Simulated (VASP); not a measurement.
Wanted: the native input for a VASP 6.6.1 run.

```
Task                   : single point
Functional             : r2SCAN
Potentials or basis    : VASP PAW PBE potentials, release 64 (N, Ga_d, As)
Cutoff                 : 520 eV
k mesh                 : 6 × 6 × 6
Occupations            : fermi-dirac, width 0.02 eV
Spin                   : no spin polarisation
Dipole correction      : no
Further INCAR settings : ALGO = Normal; EDIFF = 1e-06; NBANDS = 46
```

Crystal: Ga4AsN3.

```
N Ga As
1.0
    -2.40964    2.40964    4.71876
     2.40964   -2.40964    4.71876
     2.40964    2.40964   -4.71876
N Ga As
3 4 1
Direct
  0.25000 0.75000 0.50000
  0.50000 0.50000 0.00000
  0.75000 0.25000 0.50000
  0.85579 0.41854 0.00000
  0.14421 0.14421 0.56275
  0.41854 0.85579 0.00000
  0.58146 0.58146 0.43725
  0.00000 0.00000 0.00000
```

The input as run:

POSCAR

```
Ga4AsN3
1.0
   -2.4096374658      2.4096374658      4.7187606048
    2.4096374658     -2.4096374658      4.7187606048
    2.4096374658      2.4096374658     -4.7187606048
N Ga As
3 4 1
Direct
    0.2500000000      0.7500000000      0.5000000000
    0.5000000000      0.5000000000      0.0000000000
    0.7500000000      0.2500000000      0.5000000000
    0.8557903299      0.4185398559      0.0000000000
    0.1442096701      0.1442096701      0.5627495260
    0.4185398559      0.8557903299      0.0000000000
    0.5814601441      0.5814601441      0.4372504740
    0.0000000000      0.0000000000      0.0000000000
```

INCAR.step1

```
PREC = Accurate
ENCUT = 520
ISMEAR = -1
SIGMA = 0.02
LREAL = False
LASPH = True
NELM = 60
NBANDS = 46
GGA = PE
ALGO = Normal
EDIFF = 1E-4
LWAVE = True
LCHARG = False
```

INCAR.step2

```
PREC = Accurate
ENCUT = 520
EDIFF = 1E-6
ISMEAR = -1
SIGMA = 0.02
LREAL = False
LASPH = True
NELM = 60
ALGO = Normal
ISIF = 2
LWAVE = False
LCHARG = False
METAGGA = R2SCAN
LMIXTAU = True
NBANDS = 46
ISTART = 1
```

KPOINTS

```
Automatic mesh
0
Gamma
  6 6 6
```

Potentials or basis: VASP PAW PBE potentials, release 64 (N, Ga_d, As).

The run is started by

```bash
$ cat potpaw_PBE.64/N/POTCAR potpaw_PBE.64/Ga_d/POTCAR potpaw_PBE.64/As/POTCAR > POTCAR
$ cp INCAR.step1 INCAR
$ mpirun -np 1 vasp_std > vasp.out
$ cp INCAR.step2 INCAR
$ mpirun -np 1 vasp_std > vasp.out
```

It gave:

```json
{"Pressure": "0.7 GPa", "Largest force": "0.025 eV/Å", "Band gap on the k mesh": "0.66 eV"}
```

Caveat: the PAW data sets were made with another functional, which shifts forces and pressure a little.

Wall time 23 min on 1 thread of Intel Xeon 8259CL, with other jobs on the host, peak memory 0.44 GiB.
